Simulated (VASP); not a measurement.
Au, 1 atom in the cell. Symmetry: I4/mmm, No. 139, tetragonal system. Conventional cell: a = 3.008 Å, b = 3.008 Å, c = 4.418 Å, α = 90.00°, β = 90.00°, γ = 90.00°. Au (site symmetry 4/mmm) has 12 Au at 3.01 to 3.07 Å within 4.0 Å.  This cell differs from its parent crystal: strain +0.040 along x and y, +0.080 along z.

```yaml
Program: VASP 6.6.1
Task: single point
Functional: PBEsol
Potentials_or_basis: VASP PAW PBE potentials, release 64 (Au)
Cutoff: 520 eV
k_mesh: 20 × 20 × 20
Occupations: gaussian, width 0.15 eV
Spin: no spin polarisation
Dipole_correction: no
Further_INCAR_settings: ALGO = Fast; EDIFF = 1e-06; NBANDS = 12
```

Potentials or basis: VASP PAW PBE potentials, release 64 (Au).

Launch:

```console
$ cat potpaw_PBE.64/Au/POTCAR > POTCAR
$ mpirun -np 1 vasp_std > vasp.out
```

Hardware: 1 thread of Intel(R) Xeon(R) 6975P-C (Granite Rapids) (shared host).

Question: How long does it take, and how much memory?

Answer: It took 40 s on 1 thread of Intel(R) Xeon(R) 6975P-C (Granite Rapids) (shared host), peak memory 0.25 GiB. Counts: scf iterations 11, k points 641.
